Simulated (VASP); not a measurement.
# Al2Pt (Fm-3m) in VASP: settings compared

The runs below take Al2Pt through single point, with r2SCAN, r2SCAN+D4.

Everything below comes from runs of VASP 6.6.1. Logs are shortened: lines on timing, memory, paths and dates and some standing lists are left out, and cuts for length are marked.

### Step 1. The cell of the first run

Symmetry: Fm-3m, No. 225, cubic system. Conventional cell: a = 5.900 Å, b = 5.900 Å, c = 5.900 Å, α = 90.00°, β = 90.00°, γ = 90.00°. Within 3.4 Å of Pt (site symmetry m-3m) lie 8 Al at 2.55 Å. Within 3.4 Å of Al (site symmetry -43m) lie 4 Pt at 2.55 Å and 6 Al at 2.95 Å.

### Step 2. Single point, r2SCAN

Contents of POSCAR:

```
Al2Pt
1.0
    0.0000000000      2.9501491000      2.9501491000
    2.9501491000      0.0000000000      2.9501491000
    2.9501491000      2.9501491000      0.0000000000
Pt Al
1 2
Direct
    0.0000000000      0.0000000000      0.0000000000
    0.2500000000      0.2500000000      0.2500000000
    0.7500000000      0.7500000000      0.7500000000
```

Contents of INCAR.step1:

```
ALGO = Normal ; EDIFF = 1E-4
ENCUT = 520 ; GGA = PE
ISMEAR = -1 ; LASPH = True
LCHARG = False ; LREAL = False
LWAVE = True ; NBANDS = 15
NELM = 80 ; PREC = Accurate
SIGMA = 0.0377
```

Contents of INCAR.step2:

```
ALGO = Normal ; EDIFF = 1E-6
ENCUT = 520 ; ISIF = 2
ISMEAR = -1 ; ISTART = 1
LASPH = True ; LCHARG = False
LMIXTAU = True ; LREAL = False
LWAVE = False ; METAGGA = R2SCAN
NBANDS = 15 ; NELM = 80
PREC = Accurate ; SIGMA = 0.0377
```

Contents of KPOINTS:

```
k-points
0
Gamma
  5 5 5
```

Potentials or basis: VASP PAW PBE potentials, release 64 (Pt, Al).

Launch:

```
> cat potpaw_PBE.64/Pt/POTCAR potpaw_PBE.64/Al/POTCAR > POTCAR
> cp INCAR.step1 INCAR
> mpirun -np 1 vasp_std > vasp.out
> cp INCAR.step2 INCAR
> mpirun -np 1 vasp_std > vasp.out
```

OUTCAR:

```text
EDIFF = 1E-6
   ENCUT = 520
   ISIF = 2
   ISMEAR = -1
   ISTART = 1
   LASPH = True
   LREAL = False
   METAGGA = R2SCAN
   NELM = 80
   PREC = Accurate

 ion  position               nearest neighbor table
   1  0.000  0.000  0.000-   3 2.55   3 2.55   3 2.55   2 2.55   2 2.55   2 2.55   3 2.55   2 2.55

   2  0.250  0.250  0.250-   1 2.55   1 2.55   1 2.55   1 2.55   3 2.95   3 2.95   3 2.95   3 2.95
                             3 2.95   3 2.95
   3  0.750  0.750  0.750-   1 2.55   1 2.55   1 2.55   1 2.55   2 2.95   2 2.95   2 2.95   2 2.95
                             2 2.95   2 2.95

  LATTYP: Found a face centered cubic cell.
 ALAT       =     5.9002982000

  Lattice vectors:

 A1 = (   0.0000000000,   2.9501491000,   2.9501491000)
 A2 = (   2.9501491000,   0.0000000000,   2.9501491000)
 A3 = (   2.9501491000,   2.9501491000,   0.0000000000)

Analysis of symmetry for initial positions (statically):
=====================================================================
 Subroutine PRICEL returns:
 Original cell was already a primitive cell.

 Routine SETGRP: Setting up the symmetry group for a
 face centered cubic supercell.

 Subroutine GETGRP returns: Found 48 space group operations
 (whereof 48 operations were pure point group operations)
 out of a pool of 48 trial point group operations.

The static configuration has the point symmetry O_h .

Analysis of symmetry for dynamics (positions and initial velocities):
=====================================================================
 Subroutine PRICEL returns:
 Original cell was already a primitive cell.

 Routine SETGRP: Setting up the symmetry group for a
 face centered cubic supercell.

 Subroutine GETGRP returns: Found 48 space group operations
 (whereof 48 operations were pure point group operations)
 out of a pool of 48 trial point group operations.

The dynamic configuration has the point symmetry O_h .

 Subroutine INISYM returns: Found 48 space group operations
 (whereof 48 operations are pure point group operations),
 and found     1 'primitive' translations

----------------------------------------------------------------------------------------

                                     Primitive cell

  volume of cell :      51.3525

  direct lattice vectors                    reciprocal lattice vectors
     0.000000000  2.950149100  2.950149100    -0.169482959  0.169482959  0.169482959
     2.950149100  0.000000000  2.950149100     0.169482959 -0.169482959  0.169482959
     2.950149100  2.950149100  0.000000000     0.169482959  0.169482959 -0.169482959

  length of vectors
     4.172140868  4.172140868  4.172140868     0.293553097  0.293553097  0.293553097

  position of ions in fractional coordinates (direct lattice)
     0.000000000  0.000000000  0.000000000
     0.250000000  0.250000000  0.250000000
     0.750000000  0.750000000  0.750000000

  ion indices of the primitive-cell ions
   primitive index   ion index
                 1           1
                 2           2
                 3           3

----------------------------------------------------------------------------------------

 KPOINTS: k-points

Automatic generation of k-mesh.
 Grid dimensions read from file:
 generate k-points for:    5    5    5

 Generating k-lattice:

  Cartesian coordinates                     Fractional coordinates (reciprocal lattice)
    -0.033896592  0.033896592  0.033896592     0.200000000  0.000000000  0.000000000
     0.033896592 -0.033896592  0.033896592     0.000000000  0.200000000  0.000000000
     0.033896592  0.033896592 -0.033896592     0.000000000  0.000000000  0.200000000

  Length of vectors
     0.058710619  0.058710619  0.058710619

  Shift w.r.t. Gamma in fractional coordinates (k-lattice)
     0.000000000  0.000000000  0.000000000

 Subroutine IBZKPT returns following result:
 ===========================================

 Found     10 irreducible k-points:

 Following reciprocal coordinates:
            Coordinates               Weight
  0.000000  0.000000  0.000000      1.000000
  0.200000  0.000000  0.000000      8.000000
  0.400000  0.000000  0.000000      8.000000
  0.200000  0.200000  0.000000      6.000000
  0.400000  0.200000  0.000000     24.000000
 -0.400000  0.200000  0.000000     24.000000
 -0.200000  0.200000  0.000000     12.000000
  0.400000  0.400000  0.000000      6.000000
 -0.400000  0.400000  0.000000     12.000000
 -0.400000  0.400000  0.200000     24.000000
   k-points           NKPTS =     10   k-points in BZ     NKDIM =     10   number of bands    NBANDS=     15
   number of dos      NEDOS =    301   number of ions     NIONS =      3
   total plane-waves  NPLWV =  32768
   dimension x,y,z NGX =    32 NGY =   32 NGZ =   32
   dimension x,y,z NGXF=    64 NGYF=   64 NGZF=   64
   ions per type =               1   2
   NGX,Y,Z   is equivalent  to a cutoff of  12.75, 12.75, 12.75 a.u.
   NGXF,Y,Z  is equivalent  to a cutoff of  25.50, 25.50, 25.50 a.u.
 SYSTEM =  unknown system
   PREC   = accura    normal or accurate (medium, high low for compatibility)
   ISTART =      1    job   : 0-new  1-cont  2-samecut
   ICHARG =      0    charge: 1-file 2-atom 10-const
   ISPIN  =      1    spin polarized calculation?
   LNONCOLLINEAR =      F non collinear calculations
   LSORBIT =      F    spin-orbit coupling
   LASPH  =      T    aspherical Exc in radial PAW
   ENCUT  =  520.0 eV  38.22 Ry    6.18 a.u.   7.76  7.76  7.76*2*pi/ulx,y,z
   NELM   =     80;   NELMIN=  2; NELMDL=  0     # of ELM steps
   EDIFF  = 0.1E-05   stopping-criterion for ELM
   LREAL  =      F    real-space projection
   EDIFFG = 0.1E-04   stopping-criterion for IOM
   NSW    =      0    number of steps for IOM
   IBRION =     -1    ionic relax: 0-MD 1-quasi-New 2-CG
   NFREE  =      0    steps in history (QN), initial steepest desc. (CG)
   ISIF   =      2    stress and relaxation
   ISYM   =      2    0-nonsym 1-usesym 2-fastsym
   POTIM  = 0.5000    time-step for ionic-motion
   TEBEG  =    0.0;   TEEND  =   0.0 temperature during run
   PSTRESS=    0.0 pullay stress
   NELECT =      16.0000    total number of electrons
   NUPDOWN=      -1.0000    fix difference up-down
   EMIN   =  10.00;   EMAX   =-10.00  energy-range for DOS
   EFERMI =   0.00;   METHOD = LEGACY
   ISMEAR =    -1;   SIGMA  =   0.04  broadening in eV -4-tet -1-fermi 0-gaus
   EFERMI_NEDOS =   21; number of points for ismear=-14 and -15
   IALGO  =     38    algorithm
   IMIX   =      4    mixing-type and parameters
     AMIX     =   0.40;   BMIX     =  1.00
     AMIX_MAG =   1.60;   BMIX_MAG =  1.00
  volume/ion in A,a.u.               =      17.12       115.51
  Fermi-wavevector in a.u.,A,eV,Ry     =   1.109841  2.097296 16.758943  1.231748
  Thomas-Fermi vector in A             =   2.246386
   LORBIT       =      0    0 simple, 1 ext, 2 COOP (PROOUT), +10 PAW based schemes
   METAGGA = R2SCAN    functional components
   LHFCALC =     F    Hartree Fock is set to
   AEXX    =    0.0000 exact exchange contribution
   IVDW    =     0    specifies the selected vdW correction
   LEPSILON=     F    determine dielectric tensor
   LRPA    =     F    only Hartree local field effects (RPA)
 non-spin polarized calculation
  energy-cutoff  :      520.00
  volume of cell :       51.35
 maximum number of plane-waves:      1411
   NGX = 15   NGY = 15   NGZ = 15

 number of electron      16.0000000 magnetization

 Free energy of the ion-electron system (eV)
  ---------------------------------------------------
  ext. energy  EPLUGINS =         0.00000000
  ---------------------------------------------------
  free energy    TOTEN  =       -67.83527349 eV

  energy without entropy =      -67.81856581  energy(sigma->0) =      -67.82691965

 E-fermi :   7.9929     XC(G=0): -11.4862

 val. band max:        7.9835486379   @ k =   0.4000   0.2000   0.0000
 cond. band min:       8.0922148248   @ k =   0.4000   0.2000   0.0000
 fundamental gap:      0.1086661869
 Fermi energy:         7.9929241134

 k-point     1 :       0.0000    0.0000    0.0000
  band No.  band energies     occupation
      1      -2.9329      2.00000
      2       2.4998      2.00000
      3       2.4998      2.00000
      4       2.4998      2.00000
      5       3.9231      2.00000
      6       3.9231      2.00000
      7      11.5600      0.00000
      8      11.8258      0.00000
      9      11.8258      0.00000
     10      11.8258      0.00000
     11      13.6604      0.00000
     12      13.6604      0.00000
     13      13.6604      0.00000
     14      14.7713      0.00000
     15      14.7713      0.00000

 k-point     2 :       0.2000    0.0000    0.0000
  band No.  band energies     occupation
      1      -2.3597      2.00000
      2       2.2196      2.00000
      3       2.6691      2.00000
      4       2.6691      2.00000
      5       3.8931      2.00000
      6       3.8931      2.00000
      7       7.9755      1.22668
      8      10.6528      0.00000
      9      10.6528      0.00000
     10      12.1007      0.00000
     11      13.9595      0.00000
     12      13.9595      0.00000
     13      14.0499      0.00000
     14      15.0758      0.00000
     15      15.0758      0.00000
[... 113 lines left out ...]
      3       1.7481      2.00000
      4       3.4858      2.00000
      5       3.7387      2.00000
      6       4.1114      2.00000
      7       4.3860      2.00000
      8       5.8641      2.00000
      9       6.8602      2.00000
     10      11.5367      0.00000
     11      13.0395      0.00000
     12      15.3437      0.00000
     13      17.8408      0.00000
     14      18.1413      0.00000
     15      18.9113      0.00000

 k-point    10 :      -0.4000    0.4000    0.2000
  band No.  band energies     occupation
      1       0.5089      2.00000
      2       1.5920      2.00000
      3       2.5565      2.00000
      4       3.2072      2.00000
      5       3.6216      2.00000
      6       3.9811      2.00000
      7       4.9462      2.00000
      8       5.6716      2.00000
      9       7.3736      2.00000
     10      12.9337      0.00000
     11      13.1965      0.00000
     12      14.1511      0.00000
     13      16.3243      0.00000
     14      17.5312      0.00000
     15      19.3755      0.00000

------------------------ aborting loop because EDIFF is reached ----------------------------------------

  FORCE on cell =-STRESS in cart. coord.  units (eV):
  Direction    XX          YY          ZZ          XY          YZ          ZX
  --------------------------------------------------------------------------------------
  -------------------------------------------------------------------------------------
  Total        0.0380925      0.0380925      0.0380925      0.0000000     -0.0000000      0.0000000
  in kB        1.1884695      1.1884695      1.1884695      0.0000000     -0.0000000      0.0000000
  external PRESSURE =       1.1884695 kB  Pullay stress =       0.0000000 kB

 VOLUME and BASIS-vectors are now :
 -----------------------------------------------------------------------------
  energy-cutoff  :      520.00
  volume of cell :       51.35
      direct lattice vectors                 reciprocal lattice vectors
     0.000000000  2.950149100  2.950149100    -0.169482959  0.169482959  0.169482959
     2.950149100  0.000000000  2.950149100     0.169482959 -0.169482959  0.169482959
     2.950149100  2.950149100  0.000000000     0.169482959  0.169482959 -0.169482959

 POSITION                                       TOTAL-FORCE (eV/Angst)
 -----------------------------------------------------------------------------------
      0.00000      0.00000      0.00000         0.000000      0.000000      0.000000
      1.47507      1.47507      1.47507         0.000000      0.000000      0.000000
      4.42522      4.42522      4.42522        -0.000000     -0.000000     -0.000000
 -----------------------------------------------------------------------------------
    total drift:                                0.000000     -0.000000      0.000000

  FREE ENERGIE OF THE ION-ELECTRON SYSTEM (eV)
  ---------------------------------------------------
  free  energy   TOTEN  =       -67.8352734897 eV

  energy  without entropy=      -67.8185658060  energy(sigma->0) =      -67.82691965
```

Wall time 22 s (1 thread of Intel Xeon 6975P-C (Granite Rapids), shared host); peak memory 0.19 GiB.

What came out:

```
Free energy            : -67.8353 eV
Pressure               : 0.1 GPa
Band gap on the k mesh : zero (bands 8 and 9 overlap by 5.22 eV)
```

Caveat: the k points lie up to 0.37 Å⁻¹ apart, too coarse for converged energies and pressures of a metal; the PAW data sets were made with another functional, which shifts forces and pressure a little; spin-orbit coupling is left out, which moves the levels of the heavy elements.

### Step 3. Single point, r2SCAN+D4

POSCAR is that of step 2.

Contents of INCAR.step1:

```
PREC = Accurate
ENCUT = 520
ISMEAR = -1
SIGMA = 0.0377
LREAL = False
LASPH = True
NELM = 80
NBANDS = 15
GGA = PE
ALGO = Normal
EDIFF = 1E-4
LWAVE = True
LCHARG = False
```

Contents of INCAR.step2:

```
PREC = Accurate
ENCUT = 520
EDIFF = 1E-6
ISMEAR = -1
SIGMA = 0.0377
LREAL = False
LASPH = True
NELM = 80
ALGO = Normal
ISIF = 2
LWAVE = False
LCHARG = False
METAGGA = R2SCAN
LMIXTAU = True
IVDW = 13
VDW_S6 = 1.0
VDW_S8 = 0.6018749
VDW_A1 = 0.51559235
VDW_A2 = 5.77342911
NBANDS = 15
ISTART = 1
```

Contents of KPOINTS:

```
Automatic mesh
0
Gamma
  5 5 5
```

Potentials or basis: VASP PAW PBE potentials, release 64 (Pt, Al).

Launch:

```
> cat potpaw_PBE.64/Pt/POTCAR potpaw_PBE.64/Al/POTCAR > POTCAR
> cp INCAR.step1 INCAR
> mpirun -np 1 vasp_std > vasp.out
> cp INCAR.step2 INCAR
> mpirun -np 1 vasp_std > vasp.out
```

Run time: 19 s. Hardware: 1 thread of Intel Xeon 6975P-C (Granite Rapids), shared host; peak memory 0.18 GiB.

Results (log left out):

| Quantity | Value |
| --- | --- |
| Free energy | -68.2766 eV |
| Pressure | -1.1 GPa |
| Band gap on the k mesh | zero (bands 8 and 9 overlap by 5.22 eV) |
| Dispersion energy per atom | -0.147 eV |

Levels at points of the mesh, in eV from the Fermi level:
```tsv
k point	band 4	band 5	band 6	band 7	band 8	band 9	band 10	band 11	band 12	band 13
(0.00, 0.00, 0.00)	-5.49	-4.07	-4.07	3.57	3.83	3.83	3.83	5.67	5.67	5.67
```

Caveat: the k points lie up to 0.37 Å⁻¹ apart, too coarse for converged energies and pressures of a metal; the PAW data sets were made with another functional, which shifts forces and pressure a little; spin-orbit coupling is left out, which moves the levels of the heavy elements.
